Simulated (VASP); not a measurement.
Set up this calculation in VASP 6.6.1, as the native input.

- Task: relaxation of cell and atoms
- Functional: PBE
- Potentials or basis: VASP PAW PBE potentials, release 64 (Dy_3, H), 4f in core
- Cutoff: 500 eV
- k mesh: 5 × 5 × 5
- Occupations: gaussian, width 0.2 eV
- Spin: no spin polarisation
- Dipole correction: no
- Mended: yes
- Further INCAR settings: ALGO = Normal; EDIFF = 1e-07; IBRION = 2; EDIFFG = -0.08; NSW = 36; ISIF = 3

The structure of Dy2H lies in POSCAR:

```
Dy2H
1.0
    2.6196273300      1.5124425400      2.5027419800
   -2.6196273300      1.5124425400      2.5027419800
    0.0000000000     -3.0248850900      2.5027419800
Dy H
2 1
Direct
    0.2684508600      0.2684508600      0.2684508600
    0.7315491400      0.7315491400      0.7315491400
    0.0000000000      0.0000000000      0.0000000000
```

The cell was built from a structure type or drawn by symmetry, and may not be a known phase.

The input as run:

INCAR

```
PREC = Accurate
ENCUT = 500
EDIFF = 1E-7
ISMEAR = 0
SIGMA = 0.2
LREAL = False
LASPH = True
NELM = 200
ALGO = Normal
ISIF = 3
LWAVE = False
LCHARG = False
GGA = PE
IBRION = 2
NSW = 36
EDIFFG = -0.08
GGA_COMPAT = False
NELMIN = 4
LMAXMIX = 6
```

KPOINTS

```
Automatic mesh
0
Gamma
  5 5 5
```

Potentials or basis: VASP PAW PBE potentials, release 64 (Dy_3, H), 4f in core.

Run with:

```bash
$ cat potpaw_PBE.64/Dy_3/POTCAR potpaw_PBE.64/H/POTCAR > POTCAR
$ mpirun -np 1 vasp_std > vasp.out
```

It gave:

```json
{
 "Relaxed volume": "22.85 Å³/atom",
 "Relaxed cell": "a = 4.107 Å, b = 4.107 Å, c = 4.107 Å, α = 84.99°, β = 84.99°, γ = 84.99°",
 "Space group after relaxing (to 0.1 Å)": "R-3m (No. 166)",
 "Energy gained by relaxing": "57.2 meV/atom",
 "Ionic steps": "5",
 "Pressure after relaxing": "0.1 GPa",
 "Largest force after relaxing": "0.053 eV/Å",
 "Band gap on the k mesh": "zero (an odd number of electrons rules out a gap without spin polarisation)"
}
```

Caveat: the volume moved by over 15 % at a fixed basis, so the end points are rough; spin-orbit coupling is left out, which moves the levels of the heavy elements; the 4f electrons are frozen in the core, so they carry no moment and show no levels; the relaxation stopped at a loose force limit of 0.08 eV/Å, so its end isn't a converged minimum.

Wall time 44 s on 1 thread of AMD EPYC 7R13 Processor (Zen 3), on a shared host, peak memory 0.15 GiB.
